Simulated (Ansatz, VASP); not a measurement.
**GaAs in VASP and in Ansatz**

Contents of POSCAR:

```
GaAs
1.0
    0.0000000000      2.8330831912      2.8330831912
    2.8330831912      0.0000000000      2.8330831912
    2.8330831912      2.8330831912      0.0000000000
Ga As
1 1
Direct
    0.0000000000      0.0000000000      0.0000000000
    0.2500000000      0.2500000000      0.2500000000
```

File INCAR.step1:

```
  PREC = Accurate
  ENCUT = 520
  ISMEAR = 0
  SIGMA = 0.01
  LREAL = F
  LASPH = T
  NELM = 60
  NBANDS = 16
  GGA = PE
  ALGO = Normal
  EDIFF = 1E-4
  LWAVE = T
  LCHARG = F
```

File INCAR.step2:

```
  PREC = Accurate
  ENCUT = 520
  EDIFF = 1E-7
  ISMEAR = 0
  SIGMA = 0.01
  LREAL = F
  LASPH = T
  NELM = 60
  ALGO = Normal
  ISIF = 2
  LWAVE = F
  LCHARG = T
  METAGGA = R2SCAN
  LMIXTAU = T
  LELF = T
  LVHAR = T
  NBANDS = 16
  ISTART = 1
```

Contents of KPOINTS:

```
Automatic mesh
0
Gamma
  8 8 8
```

Input for Ansatz:

```yaml
crystal:
  lattice:
    - [0.0, 2.8330831912, 2.8330831912]
    - [2.8330831912, 0.0, 2.8330831912]
    - [2.8330831912, 2.8330831912, 0.0]
  atoms:
    - { symbol: Ga, position: [0.0, 0.0, 0.0] }
    - { symbol: As, position: [0.25, 0.25, 0.25] }
kpoints:
  mp_grid: { grid: [8, 8, 8] }
  band_path:
    path:
      - [0.0, 0.0, 0.0]
      - [-0.5, -0.5, 0.0]
      - [-0.375, -0.375, 0.25]
      - [-0.375, 0.0, 0.375]
      - [0.0, 0.0, 0.5]
      - [-0.5, -0.25, 0.25]
    npoints: 1
hamiltonian:
  xc: r2scan
scf:
  occupations: { method: fixed }
  n_extra_bands: 4
output:
  forces: true
  stress: true
  eigenvalues: true
```

Alike in both runs: task single point; functional r2SCAN; k mesh 8 × 8 × 8; no spin polarisation.

|  | VASP | Ansatz |
| --- | --- | --- |
| version | VASP 6.6.1 | Ansatz 0.2.0 |
| potentials or method | VASP PAW PBE potentials, release 64 (Ga_d, As) | plane waves, PAW |
| plane-wave cutoff (eV) | 520 | 500 |
| occupations | gaussian, width 0.01 eV | fixed |
| valence electrons in the cell | 18 | 28 |

```tsv
	VASP	Ansatz	Ansatz less VASP
gap on the k mesh at the Fermi level (eV)	0.94	0.96	+0.019
pressure (GPa)	0.1	0.0	-0.11
```

VASP's potentials were made for PBE, not for r2SCAN. VASP's potentials hold 18 valence electrons a cell and Ansatz's 28, so a difference there can come from the potentials and not from the codes.
